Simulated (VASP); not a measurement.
Set up this calculation in VASP 6.6.1, as the native input.

```
Task                   : single point
Functional             : PBE
Potentials or basis    : VASP PAW PBE potentials, release 64 (Si, C)
Cutoff                 : 520 eV
k mesh                 : 6 × 6 × 4
Occupations            : gaussian, width 0.1 eV
Spin                   : collinear spin
Starting moments       : [0.0, 1.0, 1.0, 1.0] μB
Dipole correction      : no
Further INCAR settings : ALGO = Normal; EDIFF = 1e-07; NBANDS = 20
```

The structure of SiC3 lies in POSCAR:

```
SiC3
1.0
    2.5135713951      0.0000000000      0.0000000000
   -1.2567856975      2.1768166824      0.0000000000
    0.0000000000      0.0000000000      6.5242364222
Si C
1 3
Direct
    0.6666666667      0.3333333333      0.5000000000
    0.3333333333      0.6666666667      0.8684130907
    0.3333333333      0.6666666667      0.1315869093
    0.6666666667      0.3333333333      0.0000000000
```

One way to write it, as run:

INCAR

```
SYSTEM = SiC3
PREC = Accurate
ENCUT = 520
EDIFF = 1E-7
ISMEAR = 0
SIGMA = 0.1
LREAL = .FALSE.
LASPH = .TRUE.
NELM = 150
ALGO = Normal
ISIF = 2
LWAVE = .FALSE.
LCHARG = .TRUE.
ISPIN = 2
MAGMOM = 0 1 1 1
LORBIT = 11
GGA = PE
LELF = .TRUE.
LVHAR = .TRUE.
NBANDS = 20
```

KPOINTS

```
Automatic mesh
0
G
  6 6 4
  0 0 0
```

Potentials or basis: VASP PAW PBE potentials, release 64 (Si, C).

Command:

```sh
$ cat potpaw_PBE.64/Si/POTCAR potpaw_PBE.64/C/POTCAR > POTCAR
$ mpirun -np 1 vasp_std > vasp.out
```

Results of the run:

- Pressure: 0.2 GPa
- Largest force: 0.039 eV/Å
- Band gap on the k mesh: zero (filled and empty bands overlap)
- Net moment: 0.00 μB per cell
- Valence electrons inside the program's atomic spheres: Si 1.56; C 2.30, 2.36 (each value once)

Caveat: the k points lie up to 0.48 Å⁻¹ apart, too coarse for converged energies and pressures of a metal.

It took 52 s on 1 thread of Intel Xeon 8259CL, on a shared host, peak memory 0.17 GiB.
